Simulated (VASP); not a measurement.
# CaO (Cmmm) in VASP: a series of runs

The runs below take CaO through single point, with PBE, r2SCAN.

All numbers are computed with VASP 6.6.1; they aren't measurements. Logs are shortened: lines on timing, memory, paths and dates and some standing lists are left out, and cuts for length are marked.

### 1 The cell of the first run

Symmetry: Cmmm, No. 65, orthorhombic system. Conventional cell: a = 4.017 Å, b = 4.194 Å, c = 2.903 Å, α = 90.00°, β = 90.00°, γ = 90.00°. Ca (site symmetry mmm) has 8 O at 2.48 to 2.55 Å and 6 Ca at 2.90 Å within 3.3 Å. O (site symmetry mmm) has 8 Ca at 2.48 to 2.55 Å and 6 O at 2.90 Å within 3.3 Å.

### 2 Single point, PBE (shear xy strain -4.3%)

Contents of INCAR:

```
SYSTEM = CaO
  PREC = Accurate
  ENCUT = 520
  EDIFF = 1E-6
  ISMEAR = -1
  SIGMA = 0.02
  LREAL = .False.
  LASPH = .True.
  NELM = 80
  ALGO = Normal
  ISIF = 2
  LWAVE = .False.
  LCHARG = .False.
  GGA = PE
  NBANDS = 15
```

Contents of KPOINTS:

```
Automatic mesh
0
Gamma
  8 8 8
  0 0 0
```

Contents of POSCAR:

```
CaO
1.0
    2.9032089648     -0.0627093136      0.0000000000
   -0.0627093136      2.9032089648      0.0000000000
    0.0000000000      0.0000000000      2.9032089648
Ca O
1 1
Direct
    0.0000000000      0.0000000000      0.0000000000
    0.5000000000      0.5000000000      0.5000000000
```

Potentials or basis: VASP PAW PBE potentials, release 64 (Ca_sv, O).

Started as:

```sh
cat potpaw_PBE.64/Ca_sv/POTCAR potpaw_PBE.64/O/POTCAR > POTCAR
mpirun -np 1 vasp_std > vasp.out
```

OUTCAR:

```text
SYSTEM = CaO
   PREC = Accurate
   ENCUT = 520
   EDIFF = 1E-6
   ISMEAR = -1
   LREAL = .False.
   LASPH = .True.
   NELM = 80
   ISIF = 2
   GGA = PE

 ion  position               nearest neighbor table
   1  0.000  0.000  0.000-   2 2.48   2 2.48   2 2.48   2 2.48   2 2.55   2 2.55   2 2.55   2 2.55

   2  0.500  0.500  0.500-   1 2.48   1 2.48   1 2.48   1 2.48   1 2.55   1 2.55   1 2.55   1 2.55

  LATTYP: Found a base centered orthorhombic cell.
 ALAT       =     4.0170731306
 B/A-ratio  =     1.0441537203
 C/A-ratio  =     0.7227174787

  Lattice vectors:

 A1 = (   2.9032089648,  -0.0627093136,   0.0000000000)
 A2 = (  -0.0627093136,   2.9032089648,   0.0000000000)
 A3 = (   0.0000000000,   0.0000000000,   2.9032089648)

Analysis of symmetry for initial positions (statically):
=====================================================================
 Subroutine PRICEL returns:
 Original cell was already a primitive cell.

 Routine SETGRP: Setting up the symmetry group for a
 base centered orthorhombic supercell.

 Subroutine GETGRP returns: Found  8 space group operations
 (whereof  8 operations were pure point group operations)
 out of a pool of  8 trial point group operations.

The static configuration has the point symmetry D_2h.

Analysis of symmetry for dynamics (positions and initial velocities):
=====================================================================
 Subroutine PRICEL returns:
 Original cell was already a primitive cell.

 Routine SETGRP: Setting up the symmetry group for a
 base centered orthorhombic supercell.

 Subroutine GETGRP returns: Found  8 space group operations
 (whereof  8 operations were pure point group operations)
 out of a pool of  8 trial point group operations.

The dynamic configuration has the point symmetry D_2h.

 Subroutine INISYM returns: Found  8 space group operations
 (whereof  8 operations are pure point group operations),
 and found     1 'primitive' translations

----------------------------------------------------------------------------------------

                                     Primitive cell

  volume of cell :      24.4586

  direct lattice vectors                    reciprocal lattice vectors
     2.903208965 -0.062709314  0.000000000     0.344607223  0.007443516  0.000000000
    -0.062709314  2.903208965  0.000000000     0.007443516  0.344607223  0.000000000
     0.000000000  0.000000000  2.903208965     0.000000000  0.000000000  0.344446443

  length of vectors
     2.903886146  2.903886146  2.903208965     0.344687603  0.344687603  0.344446443

  position of ions in fractional coordinates (direct lattice)
     0.000000000  0.000000000  0.000000000
     0.500000000  0.500000000  0.500000000

  ion indices of the primitive-cell ions
   primitive index   ion index
                 1           1
                 2           2

----------------------------------------------------------------------------------------

 KPOINTS: Automatic mesh

Automatic generation of k-mesh.
 Grid dimensions read from file:
 generate k-points for:    8    8    8

 Generating k-lattice:

  Cartesian coordinates                     Fractional coordinates (reciprocal lattice)
     0.043075903  0.000930440  0.000000000     0.125000000 -0.000000000  0.000000000
     0.000930440  0.043075903  0.000000000    -0.000000000  0.125000000  0.000000000
     0.000000000  0.000000000  0.043055805     0.000000000  0.000000000  0.125000000

  Length of vectors
     0.043085950  0.043085950  0.043055805

  Shift w.r.t. Gamma in fractional coordinates (k-lattice)
     0.000000000  0.000000000  0.000000000

 Subroutine IBZKPT returns following result:
 ===========================================

 Found    105 irreducible k-points:

 Following reciprocal coordinates:
            Coordinates               Weight
  0.000000  0.000000  0.000000      1.000000
  0.125000  0.000000  0.000000      4.000000
  0.250000  0.000000  0.000000      4.000000
  0.375000  0.000000  0.000000      4.000000
  0.500000  0.000000  0.000000      2.000000
  0.125000  0.125000  0.000000      2.000000
[... 16 lines left out ...]
  0.125000  0.000000  0.125000      8.000000
  0.250000  0.000000  0.125000      8.000000
 [... further k-points ...]
   k-points           NKPTS =    105   k-points in BZ     NKDIM =    105   number of bands    NBANDS=     15
   number of dos      NEDOS =    301   number of ions     NIONS =      2
   total plane-waves  NPLWV =  13824
   dimension x,y,z NGX =    24 NGY =   24 NGZ =   24
   dimension x,y,z NGXF=    48 NGYF=   48 NGZF=   48
   ions per type =               1   1
   NGX,Y,Z   is equivalent  to a cutoff of  13.74, 13.74, 13.74 a.u.
   NGXF,Y,Z  is equivalent  to a cutoff of  27.48, 27.48, 27.49 a.u.
 SYSTEM =  CaO
   PREC   = accura    normal or accurate (medium, high low for compatibility)
   ISTART =      0    job   : 0-new  1-cont  2-samecut
   ICHARG =      2    charge: 1-file 2-atom 10-const
   ISPIN  =      1    spin polarized calculation?
   LNONCOLLINEAR =      F non collinear calculations
   LSORBIT =      F    spin-orbit coupling
   LASPH  =      T    aspherical Exc in radial PAW
   ENCUT  =  520.0 eV  38.22 Ry    6.18 a.u.   5.40  5.40  5.40*2*pi/ulx,y,z
   NELM   =     80;   NELMIN=  2; NELMDL= -5     # of ELM steps
   EDIFF  = 0.1E-05   stopping-criterion for ELM
   LREAL  =      F    real-space projection
   EDIFFG = 0.1E-04   stopping-criterion for IOM
   NSW    =      0    number of steps for IOM
   IBRION =     -1    ionic relax: 0-MD 1-quasi-New 2-CG
   NFREE  =      0    steps in history (QN), initial steepest desc. (CG)
   ISIF   =      2    stress and relaxation
   ISYM   =      2    0-nonsym 1-usesym 2-fastsym
   POTIM  = 0.5000    time-step for ionic-motion
   TEBEG  =    0.0;   TEEND  =   0.0 temperature during run
   PSTRESS=    0.0 pullay stress
   NELECT =      16.0000    total number of electrons
   NUPDOWN=      -1.0000    fix difference up-down
   EMIN   =  10.00;   EMAX   =-10.00  energy-range for DOS
   EFERMI =   0.00;   METHOD = LEGACY
   ISMEAR =    -1;   SIGMA  =   0.02  broadening in eV -4-tet -1-fermi 0-gaus
   EFERMI_NEDOS =   21; number of points for ismear=-14 and -15
   IALGO  =     38    algorithm
   IMIX   =      4    mixing-type and parameters
     AMIX     =   0.40;   BMIX     =  1.00
     AMIX_MAG =   1.60;   BMIX_MAG =  1.00
  volume/ion in A,a.u.               =      12.23        82.53
  Fermi-wavevector in a.u.,A,eV,Ry     =   1.421142  2.685569 27.478926  2.019644
  Thomas-Fermi vector in A             =   2.541983
   LORBIT       =      0    0 simple, 1 ext, 2 COOP (PROOUT), +10 PAW based schemes
   GGA     = PE    functional components
   LHFCALC =     F    Hartree Fock is set to
   AEXX    =    0.0000 exact exchange contribution
   IVDW    =     0    specifies the selected vdW correction
   LEPSILON=     F    determine dielectric tensor
   LRPA    =     F    only Hartree local field effects (RPA)
 non-spin polarized calculation
  energy-cutoff  :      520.00
  volume of cell :       24.46
 maximum number of plane-waves:       683
 NGX is ok and might be reduce to    24
   NGX = 11   NGY = 11   NGZ = 11

 number of electron      15.9999998 magnetization

 Free energy of the ion-electron system (eV)
  ---------------------------------------------------
  ext. energy  EPLUGINS =         0.00000000
  ---------------------------------------------------
  free energy    TOTEN  =       -11.81382394 eV

  energy without entropy =      -11.81382394  energy(sigma->0) =      -11.81382394

 E-fermi :   4.7129     XC(G=0): -11.2639

 val. band max:        4.1818027089   @ k =   0.5000   0.0000   0.5000
 cond. band min:       6.9505933685   @ k =   0.0000   0.0000   0.0000
 fundamental gap:      2.7687906596
 Fermi energy:         4.7129470328

 k-point     1 :       0.0000    0.0000    0.0000
  band No.  band energies     occupation
      1     -35.0966      2.00000
      2     -15.5402      2.00000
      3     -15.5374      2.00000
      4     -15.5369      2.00000
      5     -12.2686      2.00000
      6       3.8641      2.00000
      7       3.8784      2.00000
      8       3.8973      2.00000
      9       6.9506      0.00000
     10       6.9651      0.00000
     11       9.3941      0.00000
     12      12.5951      0.00000
     13      12.6377      0.00000
     14      12.6781      0.00000
     15      23.4558      0.00000

 k-point     2 :       0.1250    0.0000    0.0000
  band No.  band energies     occupation
      1     -35.0720      2.00000
      2     -15.8101      2.00000
      3     -15.5213      2.00000
      4     -15.5185      2.00000
      5     -12.0530      2.00000
      6       3.1273      2.00000
      7       3.8071      2.00000
      8       3.8079      2.00000
      9       7.0834      0.00000
     10       7.6506      0.00000
     11      10.0367      0.00000
     12      12.5691      0.00000
     13      12.5785      0.00000
     14      12.6809      0.00000
     15      22.5413      0.00000

 k-point     3 :       0.2500    0.0000    0.0000
  band No.  band energies     occupation
      1     -35.0120      2.00000
      2     -16.3733      2.00000
      3     -15.4787      2.00000
      4     -15.4736      2.00000
      5     -11.6043      2.00000
      6       1.8082      2.00000
      7       3.6284      2.00000
      8       3.6306      2.00000
      9       7.4195      0.00000
     10       9.1741      0.00000
     11      11.3987      0.00000
     12      12.4413      0.00000
     13      12.4923      0.00000
     14      12.7918      0.00000
     15      20.7711      0.00000
[... 343 lines left out ...]
 k-point    23 :       0.1250    0.0000    0.1250
  band No.  band energies     occupation
      1     -35.0478      2.00000
      2     -15.8611      2.00000
      3     -15.6867      2.00000
      4     -15.5033      2.00000
      5     -11.8874      2.00000
      6       2.9313      2.00000
      7       3.3712      2.00000
      8       3.7669      2.00000
      9       7.4667      0.00000
     10       8.0149      0.00000
     11      10.4013      0.00000
     12      12.3311      0.00000
     13      12.5732      0.00000
     14      12.8613      0.00000
     15      22.3570      0.00000

 k-point    24 :       0.2500    0.0000    0.1250
  band No.  band energies     occupation
      1     -34.9886      2.00000
      2     -16.3336      2.00000
      3     -15.6730      2.00000
      4     -15.4618      2.00000
      5     -11.5398      2.00000
      6       1.8821      2.00000
      7       3.2381      2.00000
      8       3.6524      2.00000
      9       7.8061      0.00000
     10       9.3720      0.00000
     11      11.0213      0.00000
     12      12.1095      0.00000
     13      12.7088      0.00000
     14      13.1088      0.00000
     15      21.1844      0.00000

 [... further k-points ...]
[... 5 lines left out ...]
  --------------------------------------------------------------------------------------
  -------------------------------------------------------------------------------------
  Total        0.6962823      0.6962823      0.6964001     -0.0359980      0.0000000      0.0000000
  in kB       45.6103819     45.6103819     45.6180997     -2.3580713      0.0000000      0.0000000
  external PRESSURE =      45.6129545 kB  Pullay stress =       0.0000000 kB

 VOLUME and BASIS-vectors are now :
 -----------------------------------------------------------------------------
  energy-cutoff  :      520.00
  volume of cell :       24.46
      direct lattice vectors                 reciprocal lattice vectors
     2.903208965 -0.062709314  0.000000000     0.344607223  0.007443516  0.000000000
    -0.062709314  2.903208965  0.000000000     0.007443516  0.344607223  0.000000000
     0.000000000  0.000000000  2.903208965     0.000000000  0.000000000  0.344446443

 POSITION                                       TOTAL-FORCE (eV/Angst)
 -----------------------------------------------------------------------------------
      0.00000      0.00000      0.00000        -0.000000      0.000000      0.000000
      1.42025      1.42025      1.45160         0.000000      0.000000      0.000000
 -----------------------------------------------------------------------------------
    total drift:                                0.000000      0.000000     -0.000000

  FREE ENERGIE OF THE ION-ELECTRON SYSTEM (eV)
  ---------------------------------------------------
  free  energy   TOTEN  =       -11.8138239362 eV

  energy  without entropy=      -11.8138239362  energy(sigma->0) =      -11.81382394
```

It took 19 s on 1 thread of AMD EPYC 9R14 (Zen 4), shared host; peak memory 0.14 GiB.

Results:

* Free energy: -11.8138 eV
* Pressure: 4.6 GPa
* Band gap on the k mesh: 2.77 eV, indirect (least direct gap 3.05 eV)

Caveat: the cell differs from its parent crystal (shear xy strain -4.3%). A k mesh can miss the band edges.

### 3 Single point, r2SCAN (shear xy strain -4.3%)

POSCAR is that of step 2.

Contents of INCAR.step1:

```
SYSTEM = CaO
PREC = Accurate
ENCUT = 520
ISMEAR = 0
SIGMA = 0.01
LREAL = .False.
LASPH = .True.
NELM = 100
NBANDS = 15
GGA = PE
ALGO = Normal
EDIFF = 1E-4
LWAVE = .True.
LCHARG = .False.
```

Contents of INCAR.step2:

```
SYSTEM = CaO
PREC = Accurate
ENCUT = 520
EDIFF = 1E-7
ISMEAR = 0
SIGMA = 0.01
LREAL = .False.
LASPH = .True.
NELM = 100
ALGO = Normal
ISIF = 2
LWAVE = .False.
LCHARG = .True.
METAGGA = R2SCAN
LMIXTAU = .True.
LELF = .True.
LVHAR = .True.
NBANDS = 15
ISTART = 1
```

Contents of KPOINTS:

```
regular mesh
0
Gamma
  8 8 8
  0 0 0
```

Potentials or basis: VASP PAW PBE potentials, release 64 (Ca_sv, O).

Started as:

```sh
cat potpaw_PBE.64/Ca_sv/POTCAR potpaw_PBE.64/O/POTCAR > POTCAR
cp INCAR.step1 INCAR
mpirun -np 1 vasp_std > vasp.out
cp INCAR.step2 INCAR
mpirun -np 1 vasp_std > vasp.out
```

Run time: 1.7 min. Hardware: 1 thread of AMD EPYC 9R14 (Zen 4), shared host; peak memory 0.14 GiB.

Results (log left out):

| Property | Result |
| --- | --- |
| Free energy | -18.5062 eV |
| Pressure | 1.3 GPa |
| Band gap on the k mesh | 3.29 eV, indirect (least direct gap 3.57 eV) |

Stress tensor (GPa, compression positive):
```
 1.31 -0.07  0.00
-0.07  1.31  0.00
 0.00  0.00  1.30
```

Levels at points of the mesh, in eV from the valence-band top:
```
           k point  band 5  band 6  band 7  band 8  band 9  band 10  band 11  band 12
(0.00, 0.00, 0.00)  -17.41   -0.32   -0.30   -0.28    3.29     3.30     6.09     9.04
(0.50, 0.00, 0.00)  -16.14   -3.78   -0.81   -0.80    4.31     7.79     8.78     8.86
(0.50, 0.50, 0.00)  -16.73   -2.25   -2.04    0.00    4.47     5.39     7.12     7.28
(0.00, 0.00, 0.50)  -16.15   -3.79   -0.98   -0.62    4.30     7.77     8.53     9.11
(0.50, 0.00, 0.50)  -16.74   -2.14   -2.14    0.00    4.47     5.35     7.23     7.23
(0.50, 0.50, 0.50)  -16.20   -3.48   -3.46   -3.43    8.40     8.63     8.88    10.61
```

Caveat: the cell differs from its parent crystal (shear xy strain -4.3%); the PAW data sets were made with another functional, which shifts forces and pressure a little.
